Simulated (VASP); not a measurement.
Set up this calculation in VASP 6.6.1, as the native input.

- Task: single point
- Functional: PBE
- Potentials or basis: VASP PAW PBE potentials, release 64 (Co)
- Cutoff: 520 eV
- k mesh: 21 × 21 × 12
- Occupations: gaussian, width 0.15 eV
- Spin: collinear spin, ferromagnetic start
- Starting moments: [1.86, 1.86] μB
- Dipole correction: no
- Further INCAR settings: ALGO = Normal; EDIFF = 1e-06; NBANDS = 20

The structure of Co lies in POSCAR:

```
Co
1.0
    2.4435000000      0.0000000000      0.0000000000
   -1.2217500000      2.1161330741      0.0000000000
    0.0000000000      0.0000000000      4.5161000000
Co
2
Direct
    0.3333333333      0.6666666667      0.2500000000
    0.6666666667      0.3333333333      0.7500000000
```

The input as run:

INCAR

```
PREC = Accurate
ENCUT = 520
EDIFF = 1E-6
ISMEAR = 0
SIGMA = 0.15
LREAL = F
LASPH = T
NELM = 150
ALGO = Normal
ISIF = 2
LWAVE = F
LCHARG = F
ISPIN = 2
MAGMOM = 1.86 1.86
LORBIT = 11
LMAXMIX = 4
GGA = PE
NBANDS = 20
```

KPOINTS

```
Automatic mesh
0
Gamma
  21 21 12
```

Potentials or basis: VASP PAW PBE potentials, release 64 (Co).

Command:

```console
$ cat potpaw_PBE.64/Co/POTCAR > POTCAR
$ mpirun -np 1 vasp_std > vasp.out
```

It gave:

| Item | Value |
| --- | --- |
| Pressure | -9.4 GPa |
| Net moment | 3.37 μB per cell |
| Site moments | Co +1.71 μB |
| Valence electrons inside the program's atomic spheres | Co 8.16 |

It took 120 s on 1 thread of AMD EPYC 9R45 96-Core Processor (Zen 5) (shared host), peak memory 0.28 GiB.
